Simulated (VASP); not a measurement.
# PbS (Cmcm) in VASP: further runs

Runs on PbS. Level: LDA. Tasks: single point.

Program: VASP 6.6.1. These are calculated values, not measurements. Logs are shortened: lines on timing, memory, paths and dates and some standing lists are left out, and cuts for length are marked.

**1. The cell of the first run**

The structure is orthorhombic, space group Cmcm (No. 63). The conventional cell has a = 4.160 Å, b = 11.983 Å, c = 4.279 Å, α = 90.00°, β = 90.00°, γ = 90.00°. Pb (site symmetry m2m) has 5 S at 2.69 to 2.99 Å within 3.5 Å. S (site symmetry m2m) has 5 Pb at 2.69 to 2.99 Å within 3.5 Å.

**2. Single point, LDA (26.66 Å³/atom)**

Input file INCAR:

```
ALGO = Normal
EDIFF = 1E-7
ENCUT = 520
ISIF = 2
ISMEAR = -1
LASPH = True
LCHARG = False
LREAL = False
LWAVE = False
NBANDS = 28
NELM = 60
PREC = Accurate
SIGMA = 0.05
```

Input file KPOINTS:

```
k-points
0
Gamma
  7 7 6
```

Input file POSCAR:

```
PbS
1.0
    2.0799526950     -5.9912968650      0.0000000000
    2.0799526950      5.9912968650      0.0000000000
    0.0000000000      0.0000000000      4.2793209400
Pb S
2 2
Direct
    0.1305633500      0.8694366500      0.2500000000
    0.8694366500      0.1305633500      0.7500000000
    0.3547970900      0.6452029100      0.2500000000
    0.6452029100      0.3547970900      0.7500000000
```

Potentials or basis: VASP PAW LDA potentials, release 64 (Pb_d, S).

The run is started by

```sh
> cat potpaw_LDA.64/Pb_d/POTCAR potpaw_LDA.64/S/POTCAR > POTCAR
> mpirun -np 1 vasp_std > vasp.out
```

OUTCAR:

```text
EDIFF = 1E-7
   ENCUT = 520
   ISIF = 2
   ISMEAR = -1
   LASPH = True
   LREAL = False
   NELM = 60
   PREC = Accurate

 ion  position               nearest neighbor table
   1  0.131  0.869  0.250-   3 2.69   4 2.99   4 2.99   4 2.99   4 2.99   2 3.79   2 3.79   2 4.13
                             2 4.13   2 4.13   2 4.13
   2  0.869  0.131  0.750-   4 2.69   3 2.99   3 2.99   3 2.99   3 2.99   1 3.79   1 3.79   1 4.13
                             1 4.13   1 4.13   1 4.13
   3  0.355  0.645  0.250-   1 2.69   2 2.99   2 2.99   2 2.99   2 2.99
   4  0.645  0.355  0.750-   2 2.69   1 2.99   1 2.99   1 2.99   1 2.99

  LATTYP: Found a base centered orthorhombic cell.
 ALAT       =     4.1599053900
 B/A-ratio  =     2.8804966956
 C/A-ratio  =     1.0287063139

  Lattice vectors:

 A1 = (   2.0799526950,  -5.9912968650,   0.0000000000)
 A2 = (   2.0799526950,   5.9912968650,   0.0000000000)
 A3 = (   0.0000000000,   0.0000000000,   4.2793209400)

Analysis of symmetry for initial positions (statically):
=====================================================================
 Subroutine PRICEL returns:
 Original cell was already a primitive cell.

 Routine SETGRP: Setting up the symmetry group for a
 base centered orthorhombic supercell.

 Subroutine GETGRP returns: Found  8 space group operations
 (whereof  4 operations were pure point group operations)
 out of a pool of  8 trial point group operations.

The static configuration has the point symmetry C_2h.
 The point group associated with its full space group is D_2h.

Analysis of symmetry for dynamics (positions and initial velocities):
=====================================================================
 Subroutine PRICEL returns:
 Original cell was already a primitive cell.

 Routine SETGRP: Setting up the symmetry group for a
 base centered orthorhombic supercell.

 Subroutine GETGRP returns: Found  8 space group operations
 (whereof  4 operations were pure point group operations)
 out of a pool of  8 trial point group operations.

The dynamic configuration has the point symmetry C_2h.
 The point group associated with its full space group is D_2h.

 Subroutine INISYM returns: Found  8 space group operations
 (whereof  4 operations are pure point group operations),
 and found     1 'primitive' translations

----------------------------------------------------------------------------------------

                                     Primitive cell

  volume of cell :     106.6545

  direct lattice vectors                    reciprocal lattice vectors
     2.079952695 -5.991296865  0.000000000     0.240390083 -0.083454386  0.000000000
     2.079952695  5.991296865  0.000000000     0.240390083  0.083454386  0.000000000
     0.000000000  0.000000000  4.279320940     0.000000000  0.000000000  0.233681936

  length of vectors
     6.342069168  6.342069168  4.279320940     0.254464195  0.254464195  0.233681936

  position of ions in fractional coordinates (direct lattice)
     0.130563350  0.869436650  0.250000000
     0.869436650  0.130563350  0.750000000
     0.354797090  0.645202910  0.250000000
     0.645202910  0.354797090  0.750000000

  ion indices of the primitive-cell ions
   primitive index   ion index
                 1           1
                 2           2
                 3           3
                 4           4

----------------------------------------------------------------------------------------

 KPOINTS: k-points

Automatic generation of k-mesh.
 Grid dimensions read from file:
 generate k-points for:    7    7    6

 Generating k-lattice:

  Cartesian coordinates                     Fractional coordinates (reciprocal lattice)
     0.034341440 -0.011922055  0.000000000     0.142857143  0.000000000  0.000000000
     0.034341440  0.011922055  0.000000000     0.000000000  0.142857143  0.000000000
     0.000000000  0.000000000  0.038946989     0.000000000  0.000000000  0.166666667

  Length of vectors
     0.036352028  0.036352028  0.038946989

  Shift w.r.t. Gamma in fractional coordinates (k-lattice)
     0.000000000  0.000000000  0.000000000

 Subroutine IBZKPT returns following result:
 ===========================================

 Found     64 irreducible k-points:

 Following reciprocal coordinates:
            Coordinates               Weight
  0.000000  0.000000  0.000000      1.000000
  0.142857 -0.000000  0.000000      4.000000
  0.285714 -0.000000  0.000000      4.000000
  0.428571 -0.000000  0.000000      4.000000
  0.142857  0.142857  0.000000      2.000000
  0.285714  0.142857  0.000000      4.000000
[... 16 lines left out ...]
  0.428571  0.142857  0.166667      8.000000
 -0.428571  0.142857  0.166667      8.000000
 [... further k-points ...]
   k-points           NKPTS =     64   k-points in BZ     NKDIM =     64   number of bands    NBANDS=     28
   number of dos      NEDOS =    301   number of ions     NIONS =      4
   total plane-waves  NPLWV =  73728
   dimension x,y,z NGX =    48 NGY =   48 NGZ =   32
   dimension x,y,z NGXF=    96 NGYF=   96 NGZF=   64
   ions per type =               2   2
   NGX,Y,Z   is equivalent  to a cutoff of  12.58, 12.58, 12.43 a.u.
   NGXF,Y,Z  is equivalent  to a cutoff of  25.16, 25.16, 24.86 a.u.
 SYSTEM =  unknown system
   PREC   = accura    normal or accurate (medium, high low for compatibility)
   ISTART =      0    job   : 0-new  1-cont  2-samecut
   ICHARG =      2    charge: 1-file 2-atom 10-const
   ISPIN  =      1    spin polarized calculation?
   LNONCOLLINEAR =      F non collinear calculations
   LSORBIT =      F    spin-orbit coupling
   LASPH  =      T    aspherical Exc in radial PAW
   ENCUT  =  520.0 eV  38.22 Ry    6.18 a.u.  11.79 11.79  7.96*2*pi/ulx,y,z
   NELM   =     60;   NELMIN=  2; NELMDL= -5     # of ELM steps
   EDIFF  = 0.1E-06   stopping-criterion for ELM
   LREAL  =      F    real-space projection
   EDIFFG = 0.1E-05   stopping-criterion for IOM
   NSW    =      0    number of steps for IOM
   IBRION =     -1    ionic relax: 0-MD 1-quasi-New 2-CG
   NFREE  =      0    steps in history (QN), initial steepest desc. (CG)
   ISIF   =      2    stress and relaxation
   ISYM   =      2    0-nonsym 1-usesym 2-fastsym
   POTIM  = 0.5000    time-step for ionic-motion
   TEBEG  =    0.0;   TEEND  =   0.0 temperature during run
   PSTRESS=    0.0 pullay stress
   NELECT =      40.0000    total number of electrons
   NUPDOWN=      -1.0000    fix difference up-down
   EMIN   =  10.00;   EMAX   =-10.00  energy-range for DOS
   EFERMI =   0.00;   METHOD = LEGACY
   ISMEAR =    -1;   SIGMA  =   0.05  broadening in eV -4-tet -1-fermi 0-gaus
   EFERMI_NEDOS =   21; number of points for ismear=-14 and -15
   IALGO  =     38    algorithm
   IMIX   =      4    mixing-type and parameters
     AMIX     =   0.40;   BMIX     =  1.00
     AMIX_MAG =   1.60;   BMIX_MAG =  1.00
  volume/ion in A,a.u.               =      26.66       179.94
  Fermi-wavevector in a.u.,A,eV,Ry     =   1.180597  2.231005 18.963935  1.393810
  Thomas-Fermi vector in A             =   2.316887
   LORBIT       =      0    0 simple, 1 ext, 2 COOP (PROOUT), +10 PAW based schemes
   GGA     = CA    functional components
   LHFCALC =     F    Hartree Fock is set to
   AEXX    =    0.0000 exact exchange contribution
   IVDW    =     0    specifies the selected vdW correction
   LEPSILON=     F    determine dielectric tensor
   LRPA    =     F    only Hartree local field effects (RPA)
 non-spin polarized calculation
  energy-cutoff  :      520.00
  volume of cell :      106.65
 maximum number of plane-waves:      2892
   NGX = 23   NGY = 23   NGZ = 15

 number of electron      40.0000007 magnetization

 Free energy of the ion-electron system (eV)
  ---------------------------------------------------
  ext. energy  EPLUGINS =         0.00000000
  ---------------------------------------------------
  free energy    TOTEN  =       -19.77657523 eV

  energy without entropy =      -19.77657458  energy(sigma->0) =      -19.77657490

 E-fermi :   5.2256     XC(G=0):  -9.9277

 val. band max:        4.6419038857   @ k =  -0.4286   0.4286   0.3333
 cond. band min:       5.7440976437   @ k =   0.4286   0.4286   0.0000
 fundamental gap:      1.1021937580
 Fermi energy:         5.2256288887

 k-point     1 :       0.0000    0.0000    0.0000
  band No.  band energies     occupation
      1     -11.6495      2.00000
      2     -11.5478      2.00000
      3     -11.5366      2.00000
      4     -11.5359      2.00000
      5     -11.5019      2.00000
      6     -11.4995      2.00000
[... 20 lines left out ...]
     27      10.6788      0.00000
     28      11.5657      0.00000

 k-point     2 :       0.1429   -0.0000    0.0000
  band No.  band energies     occupation
      1     -11.6374      2.00000
      2     -11.5423      2.00000
      3     -11.5345      2.00000
      4     -11.5258      2.00000
      5     -11.5060      2.00000
      6     -11.5037      2.00000
[... 20 lines left out ...]
     27      10.9013      0.00000
     28      11.9585      0.00000

 k-point     3 :       0.2857   -0.0000    0.0000
  band No.  band energies     occupation
      1     -11.6079      2.00000
      2     -11.5358      2.00000
      3     -11.5342      2.00000
      4     -11.5207      2.00000
      5     -11.5077      2.00000
      6     -11.5045      2.00000
[... 20 lines left out ...]
     27      11.9555      0.00000
     28      12.6281      0.00000

 k-point     4 :       0.4286   -0.0000    0.0000
  band No.  band energies     occupation
      1     -11.5751      2.00000
      2     -11.5471      2.00000
      3     -11.5371      2.00000
      4     -11.5332      2.00000
      5     -11.5072      2.00000
      6     -11.5008      2.00000
[... 20 lines left out ...]
     27      12.5072      0.00000
     28      13.4945      0.00000

 k-point     5 :       0.1429    0.1429    0.0000
  band No.  band energies     occupation
      1     -11.6096      2.00000
      2     -11.5380      2.00000
      3     -11.5333      2.00000
      4     -11.5165      2.00000
      5     -11.5092      2.00000
      6     -11.5029      2.00000
[... 20 lines left out ...]
     27      11.9413      0.00000
     28      12.3977      0.00000

 k-point     6 :       0.2857    0.1429    0.0000
  band No.  band energies     occupation
      1     -11.5780      2.00000
      2     -11.5445      2.00000
      3     -11.5428      2.00000
      4     -11.5260      2.00000
      5     -11.5044      2.00000
      6     -11.5001      2.00000
[... 463 lines left out ...]
      5     -11.5181      2.00000
      6     -11.4932      2.00000
[... 20 lines left out ...]
     27      11.6087      0.00000
     28      12.7009      0.00000

 k-point    22 :       0.2857    0.1429    0.1667
  band No.  band energies     occupation
      1     -11.5918      2.00000
      2     -11.5714      2.00000
      3     -11.5412      2.00000
      4     -11.5197      2.00000
      5     -11.5114      2.00000
      6     -11.4943      2.00000
[... 20 lines left out ...]
     27      11.4724      0.00000
     28      12.6405      0.00000

 k-point    23 :       0.4286    0.1429    0.1667
  band No.  band energies     occupation
      1     -11.5894      2.00000
      2     -11.5728      2.00000
      3     -11.5402      2.00000
      4     -11.5187      2.00000
      5     -11.5065      2.00000
      6     -11.4974      2.00000
[... 20 lines left out ...]
     27      11.8389      0.00000
     28      12.6447      0.00000

 k-point    24 :      -0.4286    0.1429    0.1667
  band No.  band energies     occupation
      1     -11.6063      2.00000
      2     -11.5516      2.00000
      3     -11.5353      2.00000
      4     -11.5172      2.00000
      5     -11.5096      2.00000
      6     -11.4981      2.00000
[... 20 lines left out ...]
     27      12.0592      0.00000
     28      12.8468      0.00000

 [... further k-points ...]

------------------------ aborting loop because EDIFF is reached ----------------------------------------

  FORCE on cell =-STRESS in cart. coord.  units (eV):
  Direction    XX          YY          ZZ          XY          YZ          ZX
  --------------------------------------------------------------------------------------
  -------------------------------------------------------------------------------------
  Total       -2.3715888     -2.0387068     -2.5474611      0.0000000     -0.0000000      0.0000000
  in kB      -35.6263089    -30.6257126    -38.2682839      0.0000000     -0.0000000      0.0000000
  external PRESSURE =     -34.8401018 kB  Pullay stress =       0.0000000 kB

 VOLUME and BASIS-vectors are now :
 -----------------------------------------------------------------------------
  energy-cutoff  :      520.00
  volume of cell :      106.65
      direct lattice vectors                 reciprocal lattice vectors
     2.079952695 -5.991296865  0.000000000     0.240390083 -0.083454386  0.000000000
     2.079952695  5.991296865  0.000000000     0.240390083  0.083454386  0.000000000
     0.000000000  0.000000000  4.279320940     0.000000000  0.000000000  0.233681936

 POSITION                                       TOTAL-FORCE (eV/Angst)
 -----------------------------------------------------------------------------------
      2.07995      4.42681      1.06983         0.000000     -0.101208     -0.000000
      2.07995     -4.42681      3.20949         0.000000      0.101208      0.000000
      2.07995      1.73991      1.06983         0.000000      0.050923     -0.000000
      2.07995     -1.73991      3.20949         0.000000     -0.050923     -0.000000
 -----------------------------------------------------------------------------------
    total drift:                               -0.000000     -0.000000      0.000000

  FREE ENERGIE OF THE ION-ELECTRON SYSTEM (eV)
  ---------------------------------------------------
  free  energy   TOTEN  =       -19.7765752282 eV

  energy  without entropy=      -19.7765745802  energy(sigma->0) =      -19.77657490
```

It took 2.6 min on 1 thread of Intel Xeon Platinum 8259CL at 2.50GHz (Skylake/Cascade Lake), shared host; peak memory 0.31 GiB.

What came out:

```yaml
Free_energy: -19.7766 eV
Pressure: -3.5 GPa
Largest_force: 0.101 eV/Å
Band_gap_on_the_k_mesh: 1.10 eV (least direct gap 1.28 eV)
```

Forces in eV/Å, atoms in the order of the input:
```
Pb   0.000 -0.101  0.000
Pb   0.000  0.101  0.000
S    0.000  0.051  0.000
S    0.000 -0.051  0.000
```

Caveat: the cell stands under tension; spin-orbit coupling is left out, which moves the levels of the heavy elements; an odd mesh through Γ misses points on the zone boundary, where band edges can lie.

**3. Single point, LDA (27.20 Å³/atom)**

This run uses another cell than the first one, of 27.20 Å³/atom.

Input file INCAR:

```
PREC = Accurate
ENCUT = 520
EDIFF = 1E-6
ISMEAR = -1
SIGMA = 0.05
LREAL = F
LASPH = T
NELM = 80
ALGO = Normal
ISIF = 2
LWAVE = F
LCHARG = T
LELF = T
LVHAR = T
NBANDS = 28
```

Input file KPOINTS:

```
regular mesh
0
Gamma
  7 7 6
```

Input file POSCAR:

```
PbS
1.0
    2.0937276176     -6.0309754840      0.0000000000
    2.0937276176      6.0309754840      0.0000000000
    0.0000000000      0.0000000000      4.3076616397
Pb S
2 2
Direct
    0.1305633500      0.8694366500      0.2500000000
    0.8694366500      0.1305633500      0.7500000000
    0.3547970900      0.6452029100      0.2500000000
    0.6452029100      0.3547970900      0.7500000000
```

Potentials or basis: VASP PAW LDA potentials, release 64 (Pb_d, S).

The run is started by

```sh
> cat potpaw_LDA.64/Pb_d/POTCAR potpaw_LDA.64/S/POTCAR > POTCAR
> mpirun -np 1 vasp_std > vasp.out
```

It took 2.5 min on 1 thread of Intel Xeon Platinum 8259CL at 2.50GHz (Skylake/Cascade Lake), shared host; peak memory 0.32 GiB.

The run converged. Its results:

```
Free energy            : -19.7250 eV
Pressure               : -4.4 GPa
Largest force          : 0.215 eV/Å
Band gap on the k mesh : 1.14 eV (least direct gap 1.28 eV)
```

Forces on the atoms (eV/Å):
```
Pb   0.000 -0.215  0.000
Pb   0.000  0.215  0.000
S    0.000  0.122  0.000
S    0.000 -0.122  0.000
```

Stress tensor (GPa, compression positive):
```
-4.47  0.00  0.00
 0.00 -3.95  0.00
 0.00  0.00 -4.72
```

Levels at points of the mesh, in eV from the valence-band top:
| k point | band 17 | band 18 | band 19 | band 20 | band 21 | band 22 | band 23 | band 24 |
| --- | --- | --- | --- | --- | --- | --- | --- | --- |
| (0.00, 0.00, 0.00) | -2.22 | -1.50 | -1.32 | -0.37 | 4.59 | 4.72 | 4.79 | 5.46 |
| (0.00, 0.00, 0.50) | -0.96 | -0.96 | -0.04 | -0.04 | 1.78 | 1.78 | 2.75 | 2.75 |

Caveat: the cell stands under tension; spin-orbit coupling is left out, which moves the levels of the heavy elements; an odd mesh through Γ misses points on the zone boundary, where band edges can lie.
